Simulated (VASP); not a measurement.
# Pd (P4/mmm) in VASP: single point with LDA

Aim: the single point of Pd with LDA.

Program: VASP 6.6.1. These are calculated values, not measurements. Logs are shortened: lines on timing, memory, paths and dates and some standing lists are left out, and cuts for length are marked.

### Step 1. The cell of the first run

It takes space group P4/mmm (No. 123, tetragonal). Conventional cell: a = 2.936 Å, b = 2.936 Å, c = 3.758 Å, α = 90.00°, β = 90.00°, γ = 90.00°. Pd (site symmetry 4/mmm) has 6 Pd at 2.94 to 3.76 Å within 3.9 Å.

### Step 2. Single point, LDA

The input, INCAR:

```
SYSTEM = Pd
PREC = Accurate
ENCUT = 520
EDIFF = 1E-6
ISMEAR = -1
SIGMA = 0.15
LREAL = .FALSE.
LASPH = .TRUE.
NELM = 100
ALGO = Normal
ISIF = 2
LWAVE = .FALSE.
LCHARG = .FALSE.
NBANDS = 17
```

The input, KPOINTS:

```
regular mesh
0
G
  8 8 8
  0 0 0
```

The input, POSCAR:

```
Pd
1.0
   -2.0763260000      2.0763260000      3.7577410000
    2.0763260000     -2.0763260000      3.7577410000
    2.0763260000      2.0763260000     -3.7577410000
Pd
2
Direct
    0.7500000000      0.2500000000      0.5000000000
    0.2500000000      0.7500000000      0.5000000000
```

Potentials or basis: VASP PAW LDA potentials, release 64 (Pd).

On the command line:

```
cat potpaw_LDA.64/Pd/POTCAR > POTCAR
mpirun -np 1 vasp_std > vasp.out
```

OUTCAR:

```text
SYSTEM = Pd
   PREC = Accurate
   ENCUT = 520
   EDIFF = 1E-6
   ISMEAR = -1
   LREAL = .FALSE.
   LASPH = .TRUE.
   NELM = 100
   ISIF = 2

 ion  position               nearest neighbor table
   1  0.750  0.250  0.500-   2 2.94   2 2.94   2 2.94   2 2.94
   2  0.250  0.750  0.500-   1 2.94   1 2.94   1 2.94   1 2.94

  LATTYP: Found a body centered tetragonal cell.
 ALAT       =     4.1526520000
 C/A-ratio  =     1.8098029885

  Lattice vectors:

 A1 = (  -2.0763260000,   2.0763260000,   3.7577410000)
 A2 = (   2.0763260000,  -2.0763260000,   3.7577410000)
 A3 = (   2.0763260000,   2.0763260000,  -3.7577410000)

Analysis of symmetry for initial positions (statically):
=====================================================================
 Subroutine PRICEL returns following result:

  LATTYP: Found a simple tetragonal cell.
 ALAT       =     2.9363683891
 C/A-ratio  =     1.2797239658

  Lattice vectors:

 A1 = (  -2.0763260000,   2.0763260000,   0.0000000000)
 A2 = (   2.0763260000,   2.0763260000,   0.0000000000)
 A3 = (   0.0000000000,   0.0000000000,  -3.7577410000)

   2 primitive cells build up your supercell.

 Routine SETGRP: Setting up the symmetry group for a
 body centered tetragonal supercell.

 Subroutine GETGRP returns: Found 16 space group operations
 (whereof 16 operations were pure point group operations)
 out of a pool of 16 trial point group operations.

The static configuration has the point symmetry D_4h.

Analysis of symmetry for dynamics (positions and initial velocities):
=====================================================================
 Subroutine PRICEL returns following result:

  LATTYP: Found a simple tetragonal cell.
 ALAT       =     2.9363683891
 C/A-ratio  =     1.2797239658

  Lattice vectors:

 A1 = (  -2.0763260000,   2.0763260000,   0.0000000000)
 A2 = (   2.0763260000,   2.0763260000,   0.0000000000)
 A3 = (   0.0000000000,   0.0000000000,  -3.7577410000)

   2 primitive cells build up your supercell.

 Routine SETGRP: Setting up the symmetry group for a
 body centered tetragonal supercell.

 Subroutine GETGRP returns: Found 16 space group operations
 (whereof 16 operations were pure point group operations)
 out of a pool of 16 trial point group operations.

The dynamic configuration has the point symmetry D_4h.

 Subroutine INISYM returns: Found 16 space group operations
 (whereof 16 operations are pure point group operations),
 and found     2 'primitive' translations

----------------------------------------------------------------------------------------

                                     Primitive cell

  volume of cell :      32.4002

  direct lattice vectors                    reciprocal lattice vectors
    -2.076326000  2.076326000  0.000000000    -0.240809969  0.240809969  0.000000000
     2.076326000  2.076326000  0.000000000     0.240809969  0.240809969  0.000000000
     0.000000000  0.000000000 -3.757741000     0.000000000  0.000000000 -0.266117330

  length of vectors
     2.936368389  2.936368389  3.757741000     0.340556724  0.340556724  0.266117330

  position of ions in fractional coordinates (direct lattice)
     0.500000000  0.500000000  0.500000000

  ion indices of the primitive-cell ions
   primitive index   ion index
                 1           1

----------------------------------------------------------------------------------------

 KPOINTS: regular mesh

Automatic generation of k-mesh.
 Grid dimensions read from file:
 generate k-points for:    8    8    8

 Generating k-lattice:

  Cartesian coordinates                     Fractional coordinates (reciprocal lattice)
     0.000000000  0.030101246  0.016632333     0.125000000  0.000000000  0.000000000
     0.030101246  0.000000000  0.016632333     0.000000000  0.125000000  0.000000000
     0.030101246  0.030101246  0.000000000     0.000000000  0.000000000  0.125000000

  Length of vectors
     0.034390689  0.034390689  0.042569591

  Shift w.r.t. Gamma in fractional coordinates (k-lattice)
     0.000000000  0.000000000  0.000000000

 Subroutine IBZKPT returns following result:
 ===========================================

 Found     59 irreducible k-points:

 Following reciprocal coordinates:
            Coordinates               Weight
  0.000000  0.000000  0.000000      1.000000
  0.125000  0.000000 -0.000000      8.000000
  0.250000  0.000000 -0.000000      8.000000
  0.375000  0.000000 -0.000000      8.000000
  0.500000  0.000000 -0.000000      4.000000
  0.125000  0.125000 -0.000000      8.000000
[... 16 lines left out ...]
  0.250000  0.125000  0.125000     16.000000
  0.375000  0.125000  0.125000      8.000000
 [... further k-points ...]
   k-points           NKPTS =     59   k-points in BZ     NKDIM =     59   number of bands    NBANDS=     17
   number of dos      NEDOS =    301   number of ions     NIONS =      2
   total plane-waves  NPLWV =  46656
   dimension x,y,z NGX =    36 NGY =   36 NGZ =   36
   dimension x,y,z NGXF=    72 NGYF=   72 NGZF=   72
   ions per type =               2
   NGX,Y,Z   is equivalent  to a cutoff of  12.55, 12.55, 12.55 a.u.
   NGXF,Y,Z  is equivalent  to a cutoff of  25.10, 25.10, 25.10 a.u.
 SYSTEM =  Pd
   PREC   = accura    normal or accurate (medium, high low for compatibility)
   ISTART =      0    job   : 0-new  1-cont  2-samecut
   ICHARG =      2    charge: 1-file 2-atom 10-const
   ISPIN  =      1    spin polarized calculation?
   LNONCOLLINEAR =      F non collinear calculations
   LSORBIT =      F    spin-orbit coupling
   LASPH  =      T    aspherical Exc in radial PAW
   ENCUT  =  520.0 eV  38.22 Ry    6.18 a.u.   8.87  8.87  8.87*2*pi/ulx,y,z
   NELM   =    100;   NELMIN=  2; NELMDL= -5     # of ELM steps
   EDIFF  = 0.1E-05   stopping-criterion for ELM
   LREAL  =      F    real-space projection
   EDIFFG = 0.1E-04   stopping-criterion for IOM
   NSW    =      0    number of steps for IOM
   IBRION =     -1    ionic relax: 0-MD 1-quasi-New 2-CG
   NFREE  =      0    steps in history (QN), initial steepest desc. (CG)
   ISIF   =      2    stress and relaxation
   ISYM   =      2    0-nonsym 1-usesym 2-fastsym
   POTIM  = 0.5000    time-step for ionic-motion
   TEBEG  =    0.0;   TEEND  =   0.0 temperature during run
   PSTRESS=    0.0 pullay stress
   NELECT =      20.0000    total number of electrons
   NUPDOWN=      -1.0000    fix difference up-down
   EMIN   =  10.00;   EMAX   =-10.00  energy-range for DOS
   EFERMI =   0.00;   METHOD = LEGACY
   ISMEAR =    -1;   SIGMA  =   0.15  broadening in eV -4-tet -1-fermi 0-gaus
   EFERMI_NEDOS =   21; number of points for ismear=-14 and -15
   IALGO  =     38    algorithm
   IMIX   =      4    mixing-type and parameters
     AMIX     =   0.40;   BMIX     =  1.00
     AMIX_MAG =   1.60;   BMIX_MAG =  1.00
  volume/ion in A,a.u.               =      32.40       218.65
  Fermi-wavevector in a.u.,A,eV,Ry     =   1.106349  2.090697 16.653645  1.224008
  Thomas-Fermi vector in A             =   2.242849
   LORBIT       =      0    0 simple, 1 ext, 2 COOP (PROOUT), +10 PAW based schemes
   GGA     = CA    functional components
   LHFCALC =     F    Hartree Fock is set to
   AEXX    =    0.0000 exact exchange contribution
   IVDW    =     0    specifies the selected vdW correction
   LEPSILON=     F    determine dielectric tensor
   LRPA    =     F    only Hartree local field effects (RPA)
 non-spin polarized calculation
  energy-cutoff  :      520.00
  volume of cell :       64.80
 maximum number of plane-waves:      1766
   NGX = 17   NGY = 17   NGZ = 17

 number of electron      20.0000005 magnetization

 Free energy of the ion-electron system (eV)
  ---------------------------------------------------
  ext. energy  EPLUGINS =         0.00000000
  ---------------------------------------------------
  free energy    TOTEN  =        -8.46428786 eV

  energy without entropy =       -8.10963811  energy(sigma->0) =       -8.28696298

 E-fermi :   1.0424     XC(G=0):  -9.0802

 val. band max:        1.0417104185   @ k =  -0.2500  -0.2500   0.2500
 cond. band min:       1.0438393778   @ k =  -0.3750  -0.3750   0.3750
 fundamental gap:      0.0021289593
 Fermi energy:         1.0424032931

 k-point     1 :       0.0000    0.0000    0.0000
  band No.  band energies     occupation
      1      -2.2578      2.00000
      2      -1.5150      2.00000
      3      -1.3306      2.00000
      4      -0.6884      1.99998
      5      -0.4471      1.99990
      6      -0.4471      1.99990
[... 9 lines left out ...]
     16      11.8220      0.00000
     17      11.9898      0.00000

 k-point     2 :       0.1250    0.0000   -0.0000
  band No.  band energies     occupation
      1      -2.0694      2.00000
      2      -1.4375      2.00000
      3      -1.2476      2.00000
      4      -0.6206      1.99997
      5      -0.4336      1.99989
      6      -0.3957      1.99986
[... 9 lines left out ...]
     16      11.5813      0.00000
     17      12.8166      0.00000

 k-point     3 :       0.2500    0.0000   -0.0000
  band No.  band energies     occupation
      1      -1.5335      2.00000
      2      -1.2069      2.00000
      3      -1.0160      2.00000
      4      -0.4255      1.99989
      5      -0.3815      1.99985
      6      -0.2509      1.99964
[... 9 lines left out ...]
     16      11.5611      0.00000
     17      13.7072      0.00000

 k-point     4 :       0.3750    0.0000   -0.0000
  band No.  band energies     occupation
      1      -0.8295      1.99999
      2      -0.8187      1.99999
      3      -0.6981      1.99998
      4      -0.2684      1.99968
      5      -0.1790      1.99942
      6      -0.0436      1.99857
[... 9 lines left out ...]
     16      11.7508      0.00000
     17      12.4226      0.00000
[... 343 lines left out ...]
      1      -1.4904      2.00000
      2      -0.7174      1.99998
      3      -0.5887      1.99996
      4      -0.4190      1.99988
      5      -0.3108      1.99976
      6       0.0295      1.99767
[... 9 lines left out ...]
     16       9.9839      0.00000
     17      10.9502      0.00000

 k-point    23 :       0.2500    0.1250    0.1250
  band No.  band energies     occupation
      1      -1.2638      2.00000
      2      -0.6102      1.99997
      3      -0.4911      1.99993
      4      -0.3253      1.99978
      5      -0.3036      1.99975
      6       0.0122      1.99792
[... 9 lines left out ...]
     16       9.0601      0.00000
     17      11.7811      0.00000

 k-point    24 :       0.3750    0.1250    0.1250
  band No.  band energies     occupation
      1      -0.9231      2.00000
      2      -0.9231      2.00000
      3      -0.4771      1.99992
      4      -0.4771      1.99992
      5       0.0067      1.99800
      6       0.0067      1.99800
[... 9 lines left out ...]
     16       8.8872      0.00000
     17      13.3991      0.00000

 [... further k-points ...]
[... 5 lines left out ...]
  --------------------------------------------------------------------------------------
  -------------------------------------------------------------------------------------
  Total       -7.1445282     -7.1445282     -4.1619131      0.0000000      0.0000000      0.0000000
  in kB     -176.6469810   -176.6469810   -102.9024389      0.0000000      0.0000000      0.0000000
  external PRESSURE =    -152.0654669 kB  Pullay stress =       0.0000000 kB

 VOLUME and BASIS-vectors are now :
 -----------------------------------------------------------------------------
  energy-cutoff  :      520.00
  volume of cell :       64.80
      direct lattice vectors                 reciprocal lattice vectors
    -2.076326000  2.076326000  3.757741000     0.000000000  0.240809969  0.133058665
     2.076326000 -2.076326000  3.757741000     0.240809969  0.000000000  0.133058665
     2.076326000  2.076326000 -3.757741000     0.240809969  0.240809969  0.000000000

 POSITION                                       TOTAL-FORCE (eV/Angst)
 -----------------------------------------------------------------------------------
      0.00000      2.07633      1.87887        -0.000000     -0.000000      0.000000
      2.07633      0.00000      1.87887         0.000000      0.000000     -0.000000
 -----------------------------------------------------------------------------------
    total drift:                               -0.000000      0.000000     -0.000000

  FREE ENERGIE OF THE ION-ELECTRON SYSTEM (eV)
  ---------------------------------------------------
  free  energy   TOTEN  =        -8.4642878572 eV

  energy  without entropy=       -8.1096381097  energy(sigma->0) =       -8.28696298
```

Wall time 86 s (1 thread of AMD EPYC 7R13, shared host); peak memory 0.17 GiB.

What came out:

- Free energy: -8.4643 eV
- Pressure: -15.2 GPa
- Band gap on the k mesh: zero (band 10 reaches 1.62 eV, above the bottom of band 11 at 0.59 eV)

Levels at points of the mesh, in eV from the Fermi level:
```csv
k point,band 7,band 8,band 9,band 10,band 11,band 12,band 13,band 14
"(0.00, 0.00, 0.00)",-0.25,-0.25,-0.05,0.00,0.61,7.37,7.37,7.82
"(0.50, 0.00, 0.00)",-0.83,-0.83,-0.83,-0.83,0.51,0.51,7.12,7.12
"(0.50, 0.50, 0.00)",-0.80,-0.25,-0.15,-0.06,1.96,3.43,3.55,5.03
"(0.50, 0.50, 0.50)",-0.37,-0.37,0.00,0.58,0.61,1.21,5.74,5.74
```
